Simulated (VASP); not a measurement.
Set up this calculation in VASP 6.6.1, as the native input.

| Item | Value |
| --- | --- |
| Task | single point |
| Functional | PBE |
| Potentials or basis | VASP PAW PBE potentials, release 64 (Dy_3, H), 4f in core |
| Cutoff | 500 eV |
| k mesh | 10 × 10 × 8 |
| Occupations | gaussian, width 0.1 eV |
| Spin | no spin polarisation |
| Dipole correction | no |
| Mended | yes |
| Further INCAR settings | ALGO = Normal; EDIFF = 1e-06; NBANDS = 16 |

The structure of Dy2H lies in POSCAR:

```
Dy2H
1.0
    3.7273795591      0.0000000000      0.0000000000
    0.0000000000      3.7273795591      0.0000000000
    0.0000000000      0.0000000000      5.4009333035
Dy H
2 1
Direct
    0.0000000000      0.5000000000      0.7718815085
    0.5000000000      0.0000000000      0.2281184915
    0.0000000000      0.0000000000      0.0000000000
```

The input as run:

INCAR

```
SYSTEM = Dy2H
PREC = Accurate
ENCUT = 500
EDIFF = 1E-6
ISMEAR = 0
SIGMA = 0.1
LREAL = .False.
LASPH = .True.
NELM = 200
ALGO = Normal
ISIF = 2
LWAVE = .False.
LCHARG = .False.
GGA = PE
NBANDS = 16
GGA_COMPAT = .False.
LMAXMIX = 6
```

KPOINTS

```
regular mesh
0
Gamma
  10 10 8
  0 0 0
```

Potentials or basis: VASP PAW PBE potentials, release 64 (Dy_3, H), 4f in core.

Command:

```console
$ cat potpaw_PBE.64/Dy_3/POTCAR potpaw_PBE.64/H/POTCAR > POTCAR
$ mpirun -np 1 vasp_std > vasp.out
```

Results of the run:

```
Pressure               : -3.5 GPa
Largest force          : 0.030 eV/Å
Band gap on the k mesh : zero (an odd number of electrons rules out a gap without spin polarisation)
```

Caveat: the cell stands under tension; spin-orbit coupling is left out, which moves the levels of the heavy elements; the 4f electrons are frozen in the core, so they carry no moment and show no levels.

It took 37 s on 1 thread of Intel(R) Xeon(R) 6975P-C (Granite Rapids), with other jobs on the host, peak memory 0.25 GiB.
